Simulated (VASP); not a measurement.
The system is CdSe (Cadmoselite).

```xyz
4
Lattice="4.3000 0.0000 0.0000 -2.1500 3.7239 0.0000 0.0000 0.0000 7.0200" Properties=species:S:1:pos:R:3 pbc="T T T"
Cd    2.1500    1.2413    3.5100
Cd    0.0000    2.4826    0.0000
Se    2.1500    1.2413    6.2127
Se    0.0000    2.4826    2.7027
```

```yaml
Program: VASP 6.6.1
Task: relaxation of cell and atoms
Functional: PBEsol
Dispersion: D4
Potentials_or_basis: VASP PAW PBE potentials, release 64 (Cd, Se)
Cutoff: 600 eV
k_mesh: 7 × 7 × 4
Occupations: fermi-dirac, width 0.05 eV
Spin: no spin polarisation
```

At the start: pressure -0.6 GPa; volume 28.10 Å³/atom.

Q: How do energy, volume and symmetry change on relaxing?

A: Over 11 steps the energy falls by 5.5 meV/atom and the volume is 27.75 Å³/atom (-1.3 %); space group P6_3mc (No. 186, to 0.05 Å).

Step by step:
```
step  energy change (eV)  largest force (eV/Å)  pressure (GPa)  volume (Å³)
   1              0.0000                0.2747           -0.59       112.41
   2             -0.0186                0.0642            0.11       110.72
   3             -0.0186                0.0604            0.12       110.70
   4             -0.0196                0.0411           -0.01       110.97
   5             -0.0202                0.0186           -0.16       111.29
   6             -0.0197                0.0274           -0.46       111.93
   7             -0.0203                0.0060           -0.25       111.47
   8             -0.0209                0.0048           -0.18       111.39
   9             -0.0220                0.0012           -0.08       111.14
  10             -0.0211                0.0070            0.16       110.62
  11             -0.0222                0.0011           -0.02       110.99
```

Final structure:
```
Cd Se
1.0
     4.28105    0.00000    0.00000
    -2.14052    3.70749    0.00000
     0.00000    0.00000    6.99314
Cd Se
2 2
Cartesian
  2.1405 1.2358 3.5302
  0.0000 2.4717 0.0336
  2.1405 1.2358 6.1553
  0.0000 2.4717 2.6587
```

Caveat: the PAW data sets were made with another functional, which shifts forces and pressure a little.
